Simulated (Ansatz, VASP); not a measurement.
# One calculation of Mo, two programs

```
CELL_PARAMETERS angstrom
-1.56465 1.50207 1.56465
1.56465 -1.50207 1.56465
1.56465 1.50207 -1.56465
ATOMIC_POSITIONS crystal
Mo 0.00000 0.00000 0.00000
```

Change from the starting cell: strain -0.0400 x Voigt [0, 1, 0, 0, 0, 0], atoms carried along.

Alike in both runs: task single point; functional PBEsol; k mesh 26 × 26 × 26; occupations gaussian, width 0.15 eV; no spin polarisation.

|  | VASP | Ansatz |
| --- | --- | --- |
| version | VASP 6.6.1 | Ansatz 0.2.0 |
| potentials or method | VASP PAW PBE potentials, release 64 (Mo_sv), cutoff 520 eV | scalar-relativistic, plane waves, PAW |
| valence electrons in the cell | 14 | 14 |

|  | VASP | Ansatz | Ansatz less VASP |
| --- | --- | --- | --- |
| gap on the k mesh at the Fermi level (eV) | none | none | - |
| pressure (GPa) | 13.5 | 12.8 | -0.68 |
| traceless stress, the component that is largest in VASP (GPa) | 9.88 | 9.88 | 0.000 |

VASP's potentials were made for PBE, not for PBEsol. A gap of «none» marks a metal or a gap that the smearing closes. The functional is the same, so the differences come from potentials, cutoffs and numerics.
